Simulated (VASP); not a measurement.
A run of VASP 6.6.1:

The input INCAR:

```
SYSTEM = HgTe
ALGO = Normal
EDIFF = 1E-6
ENCUT = 500
GGA = PS
GGA_COMPAT = .FALSE.
ISIF = 2
ISMEAR = -5
LASPH = .TRUE.
LCHARG = .TRUE.
LELF = .TRUE.
LREAL = .FALSE.
LVHAR = .TRUE.
LWAVE = .FALSE.
NBANDS = 16
NELM = 120
PREC = Accurate
SIGMA = 0.1
```

KPOINTS

```
k-points
0
G
  4 4 4
  0 0 0
```

The input POSCAR:

```
HgTe
1.0
    0.0000000000      3.2891578872      3.2891578872
    3.2891578872      0.0000000000      3.2891578872
    3.2891578872      3.2891578872      0.0000000000
Hg Te
1 1
Direct
    0.0000000000      0.0000000000      0.0000000000
    0.2500000000      0.2500000000      0.2500000000
```

Potentials or basis: VASP PAW PBE potentials, release 64 (Hg, Te).

The run is started by

```sh
$ cat potpaw_PBE.64/Hg/POTCAR potpaw_PBE.64/Te/POTCAR > POTCAR
$ mpirun -np 1 vasp_std > vasp.out
```

Hardware: 1 thread of Intel Xeon 8259CL (shared host).

Q: How long does it take, and how much memory?

A: Run time: 21 s on 1 thread of Intel Xeon 8259CL, with other jobs on the host, peak memory 0.2 GiB. Counts: scf iterations 12, k points 8.
